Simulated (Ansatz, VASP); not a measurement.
## One calculation of MgO, two programs

```xyz
2
Lattice="0.0000 2.0970 2.0970 2.0970 0.0000 2.0970 2.0970 2.0970 0.0000" Properties=species:S:1:pos:R:3 pbc="T T T"
Mg    0.0000    0.0000    0.0000
O     2.0970    2.0970    2.0970
```

Alike in both runs: task relaxation of cell and atoms; functional PBEsol; dispersion D4; k mesh 11 × 11 × 11; occupations fermi-dirac, width 0.05 eV; no spin polarisation.

```csv
,VASP,Ansatz
version,VASP 6.6.1,Ansatz 0.2.0
potentials or method,"VASP PAW PBE potentials, release 64 (Mg, O)",Ansatz PAW
plane-wave cutoff (eV),600,420
valence electrons in the cell,8,16
```

Ansatz gave:

```
relaxed volume (Å³/atom)                                     : 9.25
relaxed cell length with the largest relative difference (Å) : 2.969
```

**Question.** Estimate VASP's values.

**Answer.** Relaxed volume (Å³/atom): 9.22; relaxed cell length with the largest relative difference (Å): 2.966.

VASP's potentials were made for PBE, not for PBEsol. VASP's potentials hold 8 valence electrons a cell and Ansatz's 16, so a difference there can come from the potentials and not from the codes.

Noted on VASP's run: the relaxation stopped at its first step, so nothing moved. Noted on Ansatz's run: odd divisions of the mesh miss points on the zone boundary, where band edges often lie, so the gap on the mesh can be too wide; the plane-wave basis is chosen anew once the cell has moved, so the energies of steps on either side of that aren't comparable.
